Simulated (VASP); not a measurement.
# Pd2Au (P1) in VASP: single point with r2SCAN

Aim: the single point of Pd2Au with r2SCAN.

All numbers are computed with VASP 6.6.1; they aren't measurements. Logs are shortened: lines on timing, memory, paths and dates and some standing lists are left out, and cuts for length are marked.

## (1) The cell of the first run

The typed cell holds 12 atoms: a = 5.618 Å, b = 5.620 Å, c = 6.885 Å, α = 89.88°, β = 90.14°, γ = 120.22°.

## (2) Single point, r2SCAN

POSCAR

```
Pd2Au
1.0
   -3.9637839405     -3.9810637015     -0.0050443895
    0.0047413874      3.9813667036      3.9663489487
   -3.9704521145      3.9826874860     -3.9724111185
Pd Au
8 4
Direct
    1.0019699060      1.0007340586     -0.0004027475
    0.8344579461      0.1657305144      0.6645983590
    0.3353421324      0.1674402086      0.6669810531
    0.6671313688      0.3329035637      0.3345439216
    0.5020708201      0.5007610855     -0.0004619108
    0.3371517877      0.6685102345      0.6645285589
    0.6688921266      0.8340817477      0.3320460948
    0.1699129327      0.8357480366      0.3345451433
    0.5020108045      0.0007884623      0.9994914593
    0.1696608684      0.3332096576      0.3346911989
    0.0020659643      0.5008009666      0.9995362270
    0.8345620428      0.6682055773      0.6642954177
```

INCAR.step1

```
PREC = Accurate
ENCUT = 520
ISMEAR = 0
SIGMA = 0.1
LREAL = False
LASPH = True
NELM = 60
NBANDS = 74
ISYM = 0
GGA = PE
ALGO = Normal
EDIFF = 1E-4
LWAVE = True
LCHARG = False
```

INCAR.step2

```
PREC = Accurate
ENCUT = 520
EDIFF = 1E-7
ISMEAR = 0
SIGMA = 0.1
LREAL = False
LASPH = True
NELM = 60
ALGO = Normal
ISIF = 2
LWAVE = False
LCHARG = False
METAGGA = R2SCAN
LMIXTAU = True
NBANDS = 74
ISYM = 0
ISTART = 1
```

KPOINTS

```
Automatic mesh
0
Gamma
  3 3 2
  0 0 0.5
```

Potentials or basis: VASP PAW PBE potentials, release 64 (Pd, Au).

The run is started by

```bash
> cat potpaw_PBE.64/Pd/POTCAR potpaw_PBE.64/Au/POTCAR > POTCAR
> cp INCAR.step1 INCAR
> mpirun -np 1 vasp_std > vasp.out
> cp INCAR.step2 INCAR
> mpirun -np 1 vasp_std > vasp.out
```

OUTCAR:

```text
PREC = Accurate
   ENCUT = 520
   EDIFF = 1E-7
   ISMEAR = 0
   LREAL = False
   LASPH = True
   NELM = 60
   ISIF = 2
   METAGGA = R2SCAN
   ISYM = 0
   ISTART = 1

 ion  position               nearest neighbor table
   1  0.002  0.001  1.000-   5 2.80   5 2.80   7 2.80   3 2.81   9 2.81   9 2.81  11 2.81  11 2.81
                             2 2.81   8 2.82  10 2.82  12 2.82
   2  0.834  0.166  0.665-   6 2.78   4 2.79  12 2.80  10 2.80   7 2.80   3 2.81   3 2.81   1 2.81
                             6 2.82   9 2.82  12 2.82  11 2.82
   3  0.335  0.167  0.667-  10 2.80   8 2.80  12 2.80  12 2.80   4 2.80   9 2.80   5 2.81   1 2.81
                             2 2.81   2 2.81   6 2.81   6 2.81
   4  0.667  0.333  0.335-   8 2.78   2 2.79  12 2.80  10 2.80   3 2.80   7 2.81   7 2.81   8 2.82
                             5 2.82   9 2.82  10 2.82  11 2.82
   5  0.502  0.501  1.000-   1 2.80   1 2.80   7 2.81   3 2.81  11 2.81  11 2.81   9 2.81   9 2.81
                             6 2.82   4 2.82  10 2.82  12 2.82
   6  0.337  0.669  0.665-   2 2.78   8 2.79  12 2.80  10 2.80   7 2.80   3 2.81   3 2.81   5 2.82
                             2 2.82   9 2.82  12 2.82  11 2.82
   7  0.669  0.834  0.332-  12 2.80  10 2.80  10 2.80   2 2.80   6 2.80   9 2.80   1 2.80   5 2.81
                             8 2.81   4 2.81   8 2.81   4 2.81
   8  0.170  0.836  0.335-   4 2.78   6 2.79  12 2.80  10 2.80   3 2.80   7 2.81   7 2.81   1 2.82
                             4 2.82   9 2.82  10 2.82  11 2.82
   9  0.502  0.001  0.999-  11 2.80  11 2.80   3 2.80   7 2.80   1 2.81   1 2.81   5 2.81   5 2.81
                             6 2.82   4 2.82   8 2.82   2 2.82
  10  0.170  0.333  0.335-   4 2.80   6 2.80   8 2.80   2 2.80   3 2.80   7 2.80   7 2.80   1 2.82
                             5 2.82   4 2.82  11 2.82   8 2.82
  11  0.002  0.501  1.000-   9 2.80   9 2.80   5 2.81   5 2.81   1 2.81   1 2.81  12 2.82  10 2.82
                             2 2.82   8 2.82   4 2.82   6 2.82
  12  0.835  0.668  0.664-   6 2.80   4 2.80   8 2.80   2 2.80   7 2.80   3 2.80   3 2.80   1 2.82
                             5 2.82   6 2.82  11 2.82   2 2.82

IMPORTANT INFORMATION: All symmetrisations will be switched off!
NOSYMM: (Re-)initialisation of all symmetry stuff for point group C_1.

----------------------------------------------------------------------------------------

                                     Primitive cell

  volume of cell :     187.8443

  direct lattice vectors                    reciprocal lattice vectors
    -3.963783940 -3.981063702 -0.005044390    -0.168290191 -0.083736177  0.084254401
     0.004741387  3.981366704  3.966348949    -0.084295939  0.083716943  0.168187882
    -3.970452115  3.982687486 -3.972411119    -0.083953593  0.083695518 -0.083912056

  length of vectors
     5.617871195  5.619895666  6.885226191     0.205990631  0.205916234  0.145239040

  position of ions in fractional coordinates (direct lattice)
     0.001969906  0.000734059  0.999597253
     0.834457946  0.165730514  0.664598359
     0.335342132  0.167440209  0.666981053
     0.667131369  0.332903564  0.334543922
     0.502070820  0.500761086  0.999538089
     0.337151788  0.668510234  0.664528559
     0.668892127  0.834081748  0.332046095
     0.169912933  0.835748037  0.334545143
     0.502010805  0.000788462  0.999491459
     0.169660868  0.333209658  0.334691199
     0.002065964  0.500800967  0.999536227
     0.834562043  0.668205577  0.664295418

  ion indices of the primitive-cell ions
   primitive index   ion index
                 1           1
                 2           2
                 3           3
                 4           4
                 5           5
                 6           6
                 7           7
                 8           8
                 9           9
                10          10
                11          11
                12          12

----------------------------------------------------------------------------------------

 KPOINTS: Automatic mesh

Automatic generation of k-mesh.
 Grid dimensions read from file:
 generate k-points for:    3    3    2

 Generating k-lattice:

  Cartesian coordinates                     Fractional coordinates (reciprocal lattice)
    -0.056096730 -0.027912059  0.028084800     0.333333333  0.000000000  0.000000000
    -0.028098646  0.027905648  0.056062627     0.000000000  0.333333333  0.000000000
    -0.041976797  0.041847759 -0.041956028     0.000000000  0.000000000  0.500000000

  Length of vectors
     0.068663544  0.068638745  0.072619520

  Shift w.r.t. Gamma in fractional coordinates (k-lattice)
     0.000000000  0.000000000  0.500000000

 Subroutine IBZKPT returns following result:
 ===========================================

 Found      9 irreducible k-points:

 Following reciprocal coordinates:
            Coordinates               Weight
  0.000000  0.000000  0.250000      2.000000
  0.333333  0.000000  0.250000      2.000000
 -0.333333  0.000000  0.250000      2.000000
  0.000000  0.333333  0.250000      2.000000
  0.333333  0.333333  0.250000      2.000000
 -0.333333  0.333333  0.250000      2.000000
 -0.000000 -0.333333  0.250000      2.000000
  0.333333 -0.333333  0.250000      2.000000
 -0.333333 -0.333333  0.250000      2.000000
   k-points           NKPTS =      9   k-points in BZ     NKDIM =      9   number of bands    NBANDS=     74
   number of dos      NEDOS =    301   number of ions     NIONS =     12
   total plane-waves  NPLWV =  95256
   dimension x,y,z NGX =    42 NGY =   42 NGZ =   54
   dimension x,y,z NGXF=    84 NGYF=   84 NGZF=  108
   ions per type =               8   4
   NGX,Y,Z   is equivalent  to a cutoff of  12.43, 12.42, 13.04 a.u.
   NGXF,Y,Z  is equivalent  to a cutoff of  24.86, 24.85, 26.08 a.u.
 SYSTEM =  unknown system
   PREC   = accura    normal or accurate (medium, high low for compatibility)
   ISTART =      1    job   : 0-new  1-cont  2-samecut
   ICHARG =      0    charge: 1-file 2-atom 10-const
   ISPIN  =      1    spin polarized calculation?
   LNONCOLLINEAR =      F non collinear calculations
   LSORBIT =      F    spin-orbit coupling
   LASPH  =      T    aspherical Exc in radial PAW
   ENCUT  =  520.0 eV  38.22 Ry    6.18 a.u.  10.45 10.45 12.80*2*pi/ulx,y,z
   NELM   =     60;   NELMIN=  2; NELMDL=  0     # of ELM steps
   EDIFF  = 0.1E-06   stopping-criterion for ELM
   LREAL  =      F    real-space projection
   EDIFFG = 0.1E-05   stopping-criterion for IOM
   NSW    =      0    number of steps for IOM
   IBRION =     -1    ionic relax: 0-MD 1-quasi-New 2-CG
   NFREE  =      0    steps in history (QN), initial steepest desc. (CG)
   ISIF   =      2    stress and relaxation
   ISYM   =      0    0-nonsym 1-usesym 2-fastsym
   POTIM  = 0.5000    time-step for ionic-motion
   TEBEG  =    0.0;   TEEND  =   0.0 temperature during run
   PSTRESS=    0.0 pullay stress
   NELECT =     124.0000    total number of electrons
   NUPDOWN=      -1.0000    fix difference up-down
   EMIN   =  10.00;   EMAX   =-10.00  energy-range for DOS
   EFERMI =   0.00;   METHOD = LEGACY
   ISMEAR =     0;   SIGMA  =   0.10  broadening in eV -4-tet -1-fermi 0-gaus
   EFERMI_NEDOS =   21; number of points for ismear=-14 and -15
   IALGO  =     38    algorithm
   IMIX   =      4    mixing-type and parameters
     AMIX     =   0.40;   BMIX     =  1.00
     AMIX_MAG =   1.60;   BMIX_MAG =  1.00
  volume/ion in A,a.u.               =      15.65       105.64
  Fermi-wavevector in a.u.,A,eV,Ry     =   1.425441  2.693694 27.645451  2.031883
  Thomas-Fermi vector in A             =   2.545825
   LORBIT       =      0    0 simple, 1 ext, 2 COOP (PROOUT), +10 PAW based schemes
   METAGGA = R2SCAN    functional components
   LHFCALC =     F    Hartree Fock is set to
   AEXX    =    0.0000 exact exchange contribution
   IVDW    =     0    specifies the selected vdW correction
   LEPSILON=     F    determine dielectric tensor
   LRPA    =     F    only Hartree local field effects (RPA)
 non-spin polarized calculation
 Gauss-broadening in eV      SIGMA  =   0.10
  energy-cutoff  :      520.00
  volume of cell :      187.84
 maximum number of plane-waves:      5069
 NGX is ok and might be reduce to    42
   NGX = 21   NGY = 21   NGZ = 25

 number of electron     124.0000016 magnetization

 Free energy of the ion-electron system (eV)
  ---------------------------------------------------
  ext. energy  EPLUGINS =         0.00000000
  ---------------------------------------------------
  free energy    TOTEN  =      -387.09967846 eV

  energy without entropy =     -387.03485706  energy(sigma->0) =     -387.06726776

 E-fermi :   8.9452     XC(G=0): -13.8796

 val. band max:        8.9296667437   @ k =  -0.0000  -0.3333   0.2500
 cond. band min:       8.9734896159   @ k =  -0.3333   0.3333   0.2500
 fundamental gap:      0.0438228722
 Fermi energy:         8.9451791254

 k-point     1 :       0.0000    0.0000    0.2500
  band No.  band energies     occupation
      1       1.1292      2.00000
      2       2.5326      2.00000
      3       2.9456      2.00000
      4       2.9631      2.00000
      5       3.1020      2.00000
      6       3.1560      2.00000
[... 66 lines left out ...]
     73      14.3137      0.00000
     74      15.5511      0.00000

 k-point     2 :       0.3333    0.0000    0.2500
  band No.  band energies     occupation
      1       1.9790      2.00000
      2       2.9585      2.00000
      3       3.2666      2.00000
      4       3.4362      2.00000
      5       3.5137      2.00000
      6       3.5675      2.00000
[... 66 lines left out ...]
     73      15.5134      0.00000
     74      16.3306      0.00000

 k-point     3 :      -0.3333    0.0000    0.2500
  band No.  band energies     occupation
      1       1.9214      2.00000
      2       3.1784      2.00000
      3       3.3260      2.00000
      4       3.3884      2.00000
      5       3.4749      2.00000
      6       3.6074      2.00000
[... 66 lines left out ...]
     73      16.0431      0.00000
     74      16.3368      0.00000

 k-point     4 :       0.0000    0.3333    0.2500
  band No.  band energies     occupation
      1       1.9213      2.00000
      2       3.1770      2.00000
      3       3.3253      2.00000
      4       3.3881      2.00000
      5       3.4746      2.00000
      6       3.6074      2.00000
[... 66 lines left out ...]
     73      16.0440      0.00000
     74      16.3378      0.00000

 k-point     5 :       0.3333    0.3333    0.2500
  band No.  band energies     occupation
      1       2.7620      2.00000
      2       3.2241      2.00000
      3       3.3411      2.00000
      4       3.7677      2.00000
      5       3.8639      2.00000
      6       3.8952      2.00000
[... 66 lines left out ...]
     73      16.5357      0.00000
     74      16.7914      0.00000

 k-point     6 :      -0.3333    0.3333    0.2500
  band No.  band energies     occupation
      1       1.8213      2.00000
      2       2.8472      2.00000
      3       3.3149      2.00000
      4       3.3655      2.00000
      5       3.4833      2.00000
      6       3.5703      2.00000
[... 66 lines left out ...]
     73      15.3274      0.00000
     74      16.8679      0.00000

 k-point     7 :      -0.0000   -0.3333    0.2500
  band No.  band energies     occupation
      1       1.9778      2.00000
      2       2.9579      2.00000
      3       3.2663      2.00000
      4       3.4355      2.00000
      5       3.5133      2.00000
      6       3.5673      2.00000
[... 66 lines left out ...]
     73      15.5126      0.00000
     74      16.3313      0.00000

 k-point     8 :       0.3333   -0.3333    0.2500
  band No.  band energies     occupation
      1       1.8609      2.00000
      2       2.8763      2.00000
      3       3.2350      2.00000
      4       3.3489      2.00000
      5       3.5579      2.00000
      6       3.5699      2.00000
[... 66 lines left out ...]
     73      16.0857      0.00000
     74      16.8327      0.00000

 k-point     9 :      -0.3333   -0.3333    0.2500
  band No.  band energies     occupation
      1       2.7618      2.00000
      2       3.2246      2.00000
      3       3.3409      2.00000
      4       3.7678      2.00000
      5       3.8640      2.00000
      6       3.8953      2.00000
[... 66 lines left out ...]
     73      16.5398      0.00000
     74      16.7818      0.00000

------------------------ aborting loop because EDIFF is reached ----------------------------------------

  FORCE on cell =-STRESS in cart. coord.  units (eV):
  Direction    XX          YY          ZZ          XY          YZ          ZX
  --------------------------------------------------------------------------------------
  -------------------------------------------------------------------------------------
  Total        0.7289864      0.7662227      0.6921771     -0.0641209     -0.0769944      0.0893684
  in kB        6.2177319      6.5353305      5.9037744     -0.5469049     -0.6567071      0.7622481
  external PRESSURE =       6.2189456 kB  Pullay stress =       0.0000000 kB

 VOLUME and BASIS-vectors are now :
 -----------------------------------------------------------------------------
  energy-cutoff  :      520.00
  volume of cell :      187.84
      direct lattice vectors                 reciprocal lattice vectors
    -3.963783940 -3.981063702 -0.005044390    -0.168290191 -0.083736177  0.084254401
     0.004741387  3.981366704  3.966348949    -0.084295939  0.083716943  0.168187882
    -3.970452115  3.982687486 -3.972411119    -0.083953593  0.083695518 -0.083912056

 POSITION                                       TOTAL-FORCE (eV/Angst)
 -----------------------------------------------------------------------------------
     -3.97666      3.97616     -3.96791        -0.000023     -0.004451      0.002589
     -5.94558     -0.01531     -1.98692         0.010784     -0.000498      0.001205
     -3.97665      1.98800     -1.98709        -0.001848     -0.002702     -0.000390
     -3.97108      0.00190     -0.01190         0.000857      0.003727     -0.003176
     -5.95634      3.97579     -1.98692         0.001074      0.000193      0.000659
     -3.97171      3.96597      0.01006         0.000149     -0.001120      0.005958
     -3.96576      1.98032      1.98586         0.001147      0.002081     -0.004027
     -1.99783      3.98337      1.98506        -0.004640      0.001514      0.000281
     -5.95829      1.98526     -3.96980        -0.001974     -0.000807     -0.001732
     -1.99979      1.98417     -0.00876        -0.011261      0.005458     -0.008119
     -3.97443      5.96649     -1.98423        -0.000396     -0.001153     -0.000976
     -5.94241      1.98361      0.00727         0.006130     -0.002241      0.007731
 -----------------------------------------------------------------------------------
    total drift:                                0.000403      0.000309     -0.000163

  FREE ENERGIE OF THE ION-ELECTRON SYSTEM (eV)
  ---------------------------------------------------
  free  energy   TOTEN  =      -387.0996784560 eV

  energy  without entropy=     -387.0348570646  energy(sigma->0) =     -387.06726776
```

Wall time 20 min (1 thread of Intel Xeon 8259CL, shared host); peak memory 0.37 GiB.

Results:

| Item | Value |
| --- | --- |
| Free energy | -387.0997 eV |
| Pressure | 0.6 GPa |
| Largest force | 0.015 eV/Å |
| Band gap on the k mesh | zero (bands 62 and 63 overlap by 0.31 eV) |

Forces on the atoms (eV/Å):
```
Pd   0.000 -0.004  0.003
Pd   0.011  0.000  0.001
Pd  -0.002 -0.003  0.000
Pd   0.001  0.004 -0.003
Pd   0.001  0.000  0.001
Pd   0.000 -0.001  0.006
Pd   0.001  0.002 -0.004
Pd  -0.005  0.002  0.000
Au  -0.002 -0.001 -0.002
Au  -0.011  0.005 -0.008
Au   0.000 -0.001 -0.001
Au   0.006 -0.002  0.008
```

Caveat: the k points lie up to 0.46 Å⁻¹ apart; the PAW data sets were made with another functional, which shifts forces and pressure a little; spin-orbit coupling is left out, which moves the levels of the heavy elements.
